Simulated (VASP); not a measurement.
A run of VASP 6.6.1:

The input INCAR:

```
SYSTEM = AlN
PREC     = Accurate       ! precision mode
ENCUT    = 600            ! plane-wave cutoff, eV
EDIFF    = 1E-6           ! SCF threshold, eV
ISMEAR   = 0              ! smearing method
SIGMA    = 0.02           ! smearing width, eV
LREAL    = .False.        ! projectors in reciprocal space
LASPH    = .True.         ! aspherical terms in the spheres
NELM     = 120            ! most SCF steps
ALGO     = Normal         ! electronic algorithm
ISIF     = 2              ! what is computed and relaxed
LWAVE    = .False.        ! write WAVECAR
LCHARG   = .False.        ! write CHGCAR
GGA      = PS             ! functional
NBANDS   = 16             ! bands
GGA_COMPAT= .False.
```

File KPOINTS:

```
regular mesh
0
Gamma
  9 9 6
  0 0 0
```

File POSCAR:

```
AlN
1.0
    3.1138166797      0.0000000000      0.0000000000
   -1.5569083398      2.6966443473      0.0000000000
    0.0000000000      0.0000000000      4.9835704558
Al N
2 2
Direct
    0.3333333333      0.6666666667     -0.0019934716
    0.6666666667      0.3333333333      0.4980065284
    0.3333333333      0.6666666667      0.3799934716
    0.6666666667      0.3333333333      0.8799934716
```

Potentials or basis: VASP PAW PBE potentials, release 64 (Al, N).

Launch:

```console
$ cat potpaw_PBE.64/Al/POTCAR potpaw_PBE.64/N/POTCAR > POTCAR
$ mpirun -np 1 vasp_std > vasp.out
```

Hardware: 1 thread of AMD EPYC 7R13 Processor (Zen 3), with other jobs on the host.

**Question.** How long does it take, and how much memory?

**Answer.** Run time: 44 s on 1 thread of AMD EPYC 7R13 Processor (Zen 3) (shared host), peak memory 0.15 GiB. Counts: scf iterations 12, k points 48.
